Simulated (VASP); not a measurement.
# InP (P-6m2) in VASP: a series of runs

Runs on InP. Level: PBE. Tasks: relaxation of cell and atoms, single point.

Everything below comes from runs of VASP 6.6.1. Logs are shortened: lines on timing, memory, paths and dates and some standing lists are left out, and cuts for length are marked.

## 1. The cell of the first run

It takes space group P-6m2 (No. 187, hexagonal). The conventional cell has a = 3.520 Å, b = 3.520 Å, c = 3.435 Å, α = 90.00°, β = 90.00°, γ = 120.00°. Within 3.6 Å of In (site symmetry -6m2) lie 6 P at 2.66 Å and 8 In at 3.44 to 3.52 Å. P (site symmetry -6m2) has 6 In at 2.66 Å and 8 P at 3.44 to 3.52 Å within 3.6 Å.

The cell was built from a structure type or drawn by symmetry, and may not be a known phase.

## 2. Relaxation of cell and atoms, PBE

INCAR reads:

```
SYSTEM = InP
PREC = Accurate
ENCUT = 600
EDIFF = 1E-6
ISMEAR = 0
SIGMA = 0.1
LREAL = .False.
LASPH = .True.
NELM = 100
ALGO = Normal
ISIF = 3
LWAVE = .False.
LCHARG = .False.
GGA = PE
IBRION = 2
NSW = 90
EDIFFG = -0.04
```

KPOINTS reads:

```
Automatic mesh
0
Gamma
  6 6 6
  0 0 0
```

POSCAR reads:

```
InP
1.0
    3.5201235900      0.0000000000      0.0000000000
   -1.7600617900      3.0485164500      0.0000000000
    0.0000000000      0.0000000000      3.4354662800
In P
1 1
Direct
    0.0000000000      0.0000000000      0.0000000000
    0.6666666700      0.3333333300      0.5000000000
```

Potentials or basis: VASP PAW PBE potentials, release 64 (In_d, P).

Run with:

```
$ cat potpaw_PBE.64/In_d/POTCAR potpaw_PBE.64/P/POTCAR > POTCAR
$ mpirun -np 1 vasp_std > vasp.out
```

OUTCAR:

```text
SYSTEM = InP
   PREC = Accurate
   ENCUT = 600
   EDIFF = 1E-6
   ISMEAR = 0
   LREAL = .False.
   LASPH = .True.
   NELM = 100
   ISIF = 3
   GGA = PE
   IBRION = 2
   NSW = 90
   EDIFFG = -0.04

 ion  position               nearest neighbor table
   1  0.000  0.000  0.000-   2 2.66   2 2.66   2 2.66   2 2.66   2 2.66   2 2.66
   2  0.667  0.333  0.500-   1 2.66   1 2.66   1 2.66   1 2.66   1 2.66   1 2.66

  LATTYP: Found a hexagonal cell.
 ALAT       =     3.5201235900
 C/A-ratio  =     0.9759504722

  Lattice vectors:

 A1 = (   3.5201235900,   0.0000000000,   0.0000000000)
 A2 = (  -1.7600617900,   3.0485164500,   0.0000000000)
 A3 = (   0.0000000000,   0.0000000000,   3.4354662800)

Analysis of symmetry for initial positions (statically):
=====================================================================
 Subroutine PRICEL returns:
 Original cell was already a primitive cell.

 Routine SETGRP: Setting up the symmetry group for a
 hexagonal supercell.

 Subroutine GETGRP returns: Found 12 space group operations
 (whereof 12 operations were pure point group operations)
 out of a pool of 24 trial point group operations.

The static configuration has the point symmetry D_3h.

Analysis of symmetry for dynamics (positions and initial velocities):
=====================================================================
 Subroutine PRICEL returns:
 Original cell was already a primitive cell.

 Routine SETGRP: Setting up the symmetry group for a
 hexagonal supercell.

 Subroutine GETGRP returns: Found 12 space group operations
 (whereof 12 operations were pure point group operations)
 out of a pool of 24 trial point group operations.

The dynamic configuration has the point symmetry D_3h.

 Subroutine INISYM returns: Found 12 space group operations
 (whereof 12 operations are pure point group operations),
 and found     1 'primitive' translations

----------------------------------------------------------------------------------------

                                     Primitive cell

  volume of cell :      36.8665

  direct lattice vectors                    reciprocal lattice vectors
     3.520123590  0.000000000  0.000000000     0.284080935  0.164014204  0.000000000
    -1.760061790  3.048516450  0.000000000     0.000000000  0.328028409  0.000000000
     0.000000000  0.000000000  3.435466280     0.000000000  0.000000000  0.291081303

  length of vectors
     3.520123590  3.520123585  3.435466280     0.328028408  0.328028409  0.291081303

  position of ions in fractional coordinates (direct lattice)
     0.000000000  0.000000000  0.000000000
     0.666666670  0.333333330  0.500000000

  ion indices of the primitive-cell ions
   primitive index   ion index
                 1           1
                 2           2

----------------------------------------------------------------------------------------

 KPOINTS: Automatic mesh

Automatic generation of k-mesh.
 Grid dimensions read from file:
 generate k-points for:    6    6    6

 Generating k-lattice:

  Cartesian coordinates                     Fractional coordinates (reciprocal lattice)
     0.047346822  0.027335701  0.000000000     0.166666667  0.000000000  0.000000000
     0.000000000  0.054671401  0.000000000     0.000000000  0.166666667  0.000000000
     0.000000000  0.000000000  0.048513550     0.000000000  0.000000000  0.166666667

  Length of vectors
     0.054671401  0.054671401  0.048513550

  Shift w.r.t. Gamma in fractional coordinates (k-lattice)
     0.000000000  0.000000000  0.000000000

 Subroutine IBZKPT returns following result:
 ===========================================

 Found     28 irreducible k-points:

 Following reciprocal coordinates:
            Coordinates               Weight
  0.000000  0.000000  0.000000      1.000000
  0.166667  0.000000  0.000000      6.000000
  0.333333  0.000000  0.000000      6.000000
  0.500000  0.000000  0.000000      3.000000
  0.166667  0.166667  0.000000      6.000000
  0.333333  0.166667  0.000000     12.000000
[... 16 lines left out ...]
  0.166667  0.000000  0.500000      6.000000
  0.333333  0.000000  0.500000      6.000000
 [... further k-points ...]
   k-points           NKPTS =     28   k-points in BZ     NKDIM =     28   number of bands    NBANDS=     13
   number of dos      NEDOS =    301   number of ions     NIONS =      2
   total plane-waves  NPLWV =  21952
   dimension x,y,z NGX =    28 NGY =   28 NGZ =   28
   dimension x,y,z NGXF=    56 NGYF=   56 NGZF=   56
   ions per type =               1   1
   NGX,Y,Z   is equivalent  to a cutoff of  13.22, 13.22, 13.55 a.u.
   NGXF,Y,Z  is equivalent  to a cutoff of  26.45, 26.45, 27.10 a.u.
 SYSTEM =  InP
   PREC   = accura    normal or accurate (medium, high low for compatibility)
   ISTART =      0    job   : 0-new  1-cont  2-samecut
   ICHARG =      2    charge: 1-file 2-atom 10-const
   ISPIN  =      1    spin polarized calculation?
   LNONCOLLINEAR =      F non collinear calculations
   LSORBIT =      F    spin-orbit coupling
   LASPH  =      T    aspherical Exc in radial PAW
   ENCUT  =  600.0 eV  44.10 Ry    6.64 a.u.   7.03  7.03  6.86*2*pi/ulx,y,z
   NELM   =    100;   NELMIN=  2; NELMDL= -5     # of ELM steps
   EDIFF  = 0.1E-05   stopping-criterion for ELM
   LREAL  =      F    real-space projection
   EDIFFG = -.4E-01   stopping-criterion for IOM
   NSW    =     90    number of steps for IOM
   IBRION =      2    ionic relax: 0-MD 1-quasi-New 2-CG
   NFREE  =      1    steps in history (QN), initial steepest desc. (CG)
   ISIF   =      3    stress and relaxation
   ISYM   =      2    0-nonsym 1-usesym 2-fastsym
   POTIM  = 0.5000    time-step for ionic-motion
   TEBEG  =    0.0;   TEEND  =   0.0 temperature during run
   PSTRESS=    0.0 pullay stress
   NELECT =      18.0000    total number of electrons
   NUPDOWN=      -1.0000    fix difference up-down
   EMIN   =  10.00;   EMAX   =-10.00  energy-range for DOS
   EFERMI =   0.00;   METHOD = LEGACY
   ISMEAR =     0;   SIGMA  =   0.10  broadening in eV -4-tet -1-fermi 0-gaus
   EFERMI_NEDOS =   21; number of points for ismear=-14 and -15
   IALGO  =     38    algorithm
   IMIX   =      4    mixing-type and parameters
     AMIX     =   0.40;   BMIX     =  1.00
     AMIX_MAG =   1.60;   BMIX_MAG =  1.00
  volume/ion in A,a.u.               =      18.43       124.39
  Fermi-wavevector in a.u.,A,eV,Ry     =   1.289105  2.436055 22.610048  1.661792
  Thomas-Fermi vector in A             =   2.421018
   LORBIT       =      0    0 simple, 1 ext, 2 COOP (PROOUT), +10 PAW based schemes
   GGA     = PE    functional components
   LHFCALC =     F    Hartree Fock is set to
   AEXX    =    0.0000 exact exchange contribution
   IVDW    =     0    specifies the selected vdW correction
   LEPSILON=     F    determine dielectric tensor
   LRPA    =     F    only Hartree local field effects (RPA)
 conjugate gradient relaxation of ions
 non-spin polarized calculation
 Gauss-broadening in eV      SIGMA  =   0.10
  energy-cutoff  :      600.00
  volume of cell :       36.87
 maximum number of plane-waves:      1238
   NGX = 15   NGY = 15   NGZ = 13

--------------------------------------- Ionic step        1  -------------------------------------------

 number of electron      17.9999995 magnetization

 Free energy of the ion-electron system (eV)
  ---------------------------------------------------
  ext. energy  EPLUGINS =         0.00000000
  ---------------------------------------------------
  free energy    TOTEN  =        -7.31027643 eV

  energy without entropy =       -7.30815294  energy(sigma->0) =       -7.30921469

------------------------ aborting loop because EDIFF is reached ----------------------------------------

  FORCE on cell =-STRESS in cart. coord.  units (eV):
  Direction    XX          YY          ZZ          XY          YZ          ZX
  --------------------------------------------------------------------------------------
  -------------------------------------------------------------------------------------
  Total        3.6628473      3.6628473      3.4619028      0.0000000      0.0000000      0.0000000
  in kB      159.1832075    159.1832072    150.4503844      0.0000003      0.0000000      0.0000000
  external PRESSURE =     156.2722663 kB  Pullay stress =       0.0000000 kB
[... 21 lines left out ...]
  energy  without entropy=       -7.3081529434  energy(sigma->0) =       -7.30921469

--------------------------------------- Ionic step        2  -------------------------------------------

 number of electron      18.0000016 magnetization

 E-fermi :   5.8964     XC(G=0):  -9.9133

 val. band max:        5.8670973989   @ k =   0.1667   0.1667   0.5000
 cond. band min:       5.9976519853   @ k =   0.0000   0.0000   0.0000
 fundamental gap:      0.1305545864
 Fermi energy:         5.8963748183

 k-point     1 :       0.0000    0.0000    0.0000
  band No.  band energies     occupation
      1      -8.2655      2.00000
      2      -8.2522      2.00000
      3      -8.2522      2.00000
      4      -8.1368      2.00000
      5      -8.1368      2.00000
      6      -5.5402      2.00000
      7       4.6485      2.00000
      8       4.7640      2.00000
      9       5.9977      0.15207
     10       5.9977      0.15206
     11      11.0118      0.00000
     12      11.0988      0.00000
     13      11.0988      0.00000
[... 545 lines left out ...]
  energy  without entropy=       -7.5914309924  energy(sigma->0) =       -7.59294897

--------------------------------------- Ionic step        7  -------------------------------------------

 number of electron      18.0000015 magnetization

 Free energy of the ion-electron system (eV)
  ---------------------------------------------------
  ext. energy  EPLUGINS =         0.00000000
  ---------------------------------------------------
  free energy    TOTEN  =        -7.59540274 eV

  energy without entropy =       -7.59089227  energy(sigma->0) =       -7.59314751

 E-fermi :   6.7778     XC(G=0): -10.2375

 val. band max:        6.7616809647   @ k =   0.1667   0.1667   0.0000
 cond. band min:       6.8387380643   @ k =   0.5000   0.0000   0.5000
 fundamental gap:      0.0770570996
 Fermi energy:         6.7778460015

 k-point     1 :       0.0000    0.0000    0.0000
  band No.  band energies     occupation
      1      -7.4940      2.00000
      2      -7.4217      2.00000
      3      -7.4217      2.00000
      4      -7.2935      2.00000
      5      -7.2935      2.00000
      6      -5.2393      2.00000
      7       5.9447      2.00000
      8       6.2801      2.00000
      9       6.5216      1.99971
     10       6.5216      1.99971
     11      11.6286      0.00000
     12      11.6286      0.00000
     13      11.8274      0.00000
[... 397 lines left out ...]
  FREE ENERGIE OF THE ION-ELECTRON SYSTEM (eV)
  ---------------------------------------------------
  free  energy   TOTEN  =        -7.5954027436 eV

  energy  without entropy=       -7.5908922700  energy(sigma->0) =       -7.59314751

 reached required accuracy - stopping structural energy minimisation
```

It took 29 s on 1 thread of Intel Xeon 6975P-C (Granite Rapids), shared host; peak memory 0.17 GiB.

Results:

```yaml
Free_energy: -7.5954 eV
Relaxed_volume: 21.92 Å³/atom
Relaxed_cell: a = 3.807 Å, b = 3.807 Å, c = 3.494 Å, α = 90.00°, β = 90.00°, γ = 120.00°
Space_group_after_relaxing_to_0.1_Å: P-6m2 (No. 187)
Energy_gained_by_relaxing: 142.6 meV/atom
Ionic_steps: 7
Pressure_after_relaxing: 0.2 GPa
Band_gap_on_the_k_mesh: zero (bands 9 and 10 overlap by 2.53 eV)
```

Step by step:
| step | energy change (eV) | largest force (eV/Å) | pressure (GPa) | volume (Å³) |
| --- | --- | --- | --- | --- |
| 1 | 0.0000 | 0.0000 | 15.63 | 36.87 |
| 2 | -0.2071 | 0.0000 | -4.75 | 47.32 |
| 3 | -0.2702 | 0.0000 | 0.08 | 43.30 |
| 4 | -0.2702 | 0.0000 | -0.14 | 43.44 |
| 5 | -0.2823 | 0.0000 | -0.07 | 43.64 |
| 6 | -0.2842 | 0.0000 | 0.00 | 43.71 |
| 7 | -0.2851 | 0.0000 | 0.16 | 43.85 |

Final structure:
```cif
data_structure
_symmetry_space_group_name_H-M 'P 1'
_symmetry_Int_Tables_number 1
_cell_length_a 3.8067
_cell_length_b 3.8067
_cell_length_c 3.4942
_cell_angle_alpha 90.000
_cell_angle_beta 90.000
_cell_angle_gamma 120.000
_cell_volume 43.85
loop_
_atom_site_label
_atom_site_type_symbol
_atom_site_fract_x
_atom_site_fract_y
_atom_site_fract_z
_atom_site_occupancy
In1 In 0.00000 0.00000 0.00000 1
P1 P 0.66667 0.33333 0.50000 1
```

Caveat: the volume moved by over 15 % at a fixed basis, so the end points are rough; spin-orbit coupling is left out, which moves the levels of the heavy elements.

(Continued in part 2 of 2.)
